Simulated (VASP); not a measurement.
# As (Pm-3n) in VASP: further runs, part 2 of 2

VASP 6.6.1. Earlier steps stand in the parts before.

**4. Relaxation of cell and atoms, PBEsol**

This run uses another cell than the first one, of 18.30 Å³/atom.

File INCAR:

```
SYSTEM = As
PREC = Accurate
ENCUT = 600
EDIFF = 1E-6
ISMEAR = -1
SIGMA = 0.1
LREAL = .FALSE.
LASPH = .TRUE.
NELM = 100
ALGO = Normal
ISIF = 3
LWAVE = .FALSE.
LCHARG = .FALSE.
GGA = PS
IBRION = 2
NSW = 80
EDIFFG = -0.01
```

File KPOINTS:

```
Automatic mesh
0
G
  5 5 5
  0 0 0
```

File POSCAR:

```
As
1.0
    5.2705306221      0.0000000000      0.0000000000
    0.0000000000      5.2705306221      0.0000000000
    0.0000000000      0.0000000000      5.2705306221
As
8
Direct
    0.0000000000      0.0000000000      0.0000000000
    0.5000000000      0.5000000000      0.5000000000
    0.2500000000      0.0000000000      0.5000000000
    0.7500000000      0.0000000000      0.5000000000
    0.5000000000      0.2500000000      0.0000000000
    0.5000000000      0.7500000000      0.0000000000
    0.0000000000      0.5000000000      0.2500000000
    0.0000000000      0.5000000000      0.7500000000
```

Potentials or basis: VASP PAW PBE potentials, release 64 (As).

The run is started by

```
$ cat potpaw_PBE.64/As/POTCAR > POTCAR
$ mpirun -np 1 vasp_std > vasp.out
```

OUTCAR:

```text
SYSTEM = As
   PREC = Accurate
   ENCUT = 600
   EDIFF = 1E-6
   ISMEAR = -1
   LREAL = .FALSE.
   LASPH = .TRUE.
   NELM = 100
   ISIF = 3
   GGA = PS
   IBRION = 2
   NSW = 80
   EDIFFG = -0.01

 ion  position               nearest neighbor table
   1  0.000  0.000  0.000-
   2  0.500  0.500  0.500-
   3  0.250  0.000  0.500-   4 2.64   4 2.64
   4  0.750  0.000  0.500-   3 2.64   3 2.64
   5  0.500  0.250  0.000-   6 2.64   6 2.64
   6  0.500  0.750  0.000-   5 2.64   5 2.64
   7  0.000  0.500  0.250-   8 2.64   8 2.64
   8  0.000  0.500  0.750-   7 2.64   7 2.64

  LATTYP: Found a simple cubic cell.
 ALAT       =     5.2705306221

  Lattice vectors:
[... 184 lines left out ...]
  Direction    XX          YY          ZZ          XY          YZ          ZX
  --------------------------------------------------------------------------------------
  -------------------------------------------------------------------------------------
  Total        2.3082563      2.3082563      2.3082563      0.0000000     -0.0000000     -0.0000000
  in kB       25.2598977     25.2598977     25.2598977      0.0000000     -0.0000000     -0.0000000
  external PRESSURE =      25.2598977 kB  Pullay stress =       0.0000000 kB
[... 71 lines left out ...]
--------------------------------------- Ionic step        3  -------------------------------------------

 number of electron      40.0000015 magnetization

 Free energy of the ion-electron system (eV)
  ---------------------------------------------------
  ext. energy  EPLUGINS =         0.00000000
  ---------------------------------------------------
  free energy    TOTEN  =       -36.74705239 eV

  energy without entropy =      -36.58964722  energy(sigma->0) =      -36.66834981

 E-fermi :   6.4197     XC(G=0): -10.9164

 val. band max:        6.3525477725   @ k =   0.4000   0.2000   0.0000
 cond. band min:       6.4892088672   @ k =   0.4000   0.2000   0.0000
 fundamental gap:      0.1366610947
 Fermi energy:         6.4197445585

 k-point     1 :       0.0000    0.0000    0.0000
  band No.  band energies     occupation
      1      -8.7662      2.00000
      2      -5.0852      2.00000
      3      -5.0852      2.00000
      4      -4.7277      2.00000
      5      -2.9701      2.00000
      6      -2.9701      2.00000
[... 304 lines left out ...]
  FREE ENERGIE OF THE ION-ELECTRON SYSTEM (eV)
  ---------------------------------------------------
  free  energy   TOTEN  =       -36.7470523931 eV

  energy  without entropy=      -36.5896472198  energy(sigma->0) =      -36.66834981

 reached required accuracy - stopping structural energy minimisation
```

OSZICAR:

```text
N       E                     dE             d eps       ncg     rms          rms(c)
DAV:   1     0.174221725954E+03    0.17422E+03   -0.18244E+04   500   0.155E+03
DAV:   2    -0.217794356746E+02   -0.19600E+03   -0.19307E+03   618   0.207E+02
DAV:   3    -0.363987284441E+02   -0.14619E+02   -0.14394E+02   655   0.545E+01
[... 21 lines left out ...]
DAV:   2    -0.367506306987E+02    0.66313E-02   -0.16197E-02   586   0.605E-01    0.272E-01
DAV:   3    -0.367470473391E+02    0.35834E-02   -0.76799E-03   505   0.380E-01    0.400E-02
DAV:   4    -0.367470585097E+02   -0.11171E-04   -0.24333E-04   642   0.720E-02    0.330E-02
DAV:   5    -0.367470524209E+02    0.60888E-05   -0.92606E-06   552   0.155E-02    0.250E-03
DAV:   6    -0.367470523931E+02    0.27875E-07   -0.12581E-06   315   0.557E-03
   3 F= -.36747052E+02 E0= -.36668350E+02  d E =-.309910E-01
```

Run time: 71 s. Hardware: 1 thread of AMD EPYC 7R13 (Zen 3), shared host; peak memory 0.24 GiB.

What came out:

| Quantity | Value |
| --- | --- |
| Free energy | -36.7471 eV |
| Relaxed volume | 18.80 Å³/atom |
| Relaxed cell | a = 5.318 Å, b = 5.318 Å, c = 5.318 Å, α = 90.00°, β = 90.00°, γ = 90.00° |
| Space group after relaxing (to 0.1 Å) | Pm-3n (No. 223) |
| Energy gained by relaxing | 3.9 meV/atom |
| Ionic steps | 3 |
| Pressure after relaxing | 0.0 GPa |
| Band gap on the k mesh | zero (bands 20 and 21 overlap by 0.67 eV) |

Step by step:
| step | energy change (eV) | largest force (eV/Å) | pressure (GPa) | volume (Å³) |
| --- | --- | --- | --- | --- |
| 1 | 0.0000 | 0.0000 | 2.53 | 146.41 |
| 2 | -0.0225 | 0.0000 | -1.23 | 152.61 |
| 3 | -0.0310 | 0.0000 | 0.00 | 150.43 |

Final structure:
```xyz
8
Lattice="5.3184 0.0000 0.0000 0.0000 5.3184 0.0000 0.0000 0.0000 5.3184" Properties=species:S:1:pos:R:3 pbc="T T T"
As    0.0000    0.0000    0.0000
As    2.6592    2.6592    2.6592
As    1.3296    0.0000    2.6592
As    3.9888    0.0000    2.6592
As    2.6592    1.3296    0.0000
As    2.6592    3.9888    0.0000
As    0.0000    2.6592    1.3296
As    0.0000    2.6592    3.9888
```

Levels at points of the mesh, in eV from the Fermi level:
```csv
k point,band 18,band 19,band 20,band 21,band 22,band 23
"(0.00, 0.00, 0.00)",-1.85,-1.85,-1.85,1.12,1.12,1.12
```

Caveat: the PAW data sets were made with another functional, which shifts forces and pressure a little.

**5. Overview**

| task | cell | k mesh | cutoff (eV) | gap on the mesh (eV) | pressure (GPa) |
| --- | --- | --- | --- | --- | --- |
| single point | a = 5.314 Å, 8 atoms | 5 × 5 × 5 | 520 | none | 0.2 |
| single point | a = 5.314 Å, 8 atoms | 7 × 7 × 7 | 520 | none | 0.0 |
| relaxation of cell and atoms | relaxed from a = 5.271 Å, 8 atoms | 5 × 5 × 5 | 600 | none | 0.0 |

Alike in all rows: level PBEsol; potentials or basis VASP PAW PBE potentials, release 64 (As); no spin polarisation; smearing fermi-dirac 0.1 eV.

Caveats: the PAW data sets were made with another functional, which shifts forces and pressure a little.

Total energies depend on the potentials used, so only differences within one code and one set of settings carry meaning.

The gap in the log of VASP goes by the Fermi energy; the results here count the filled bands.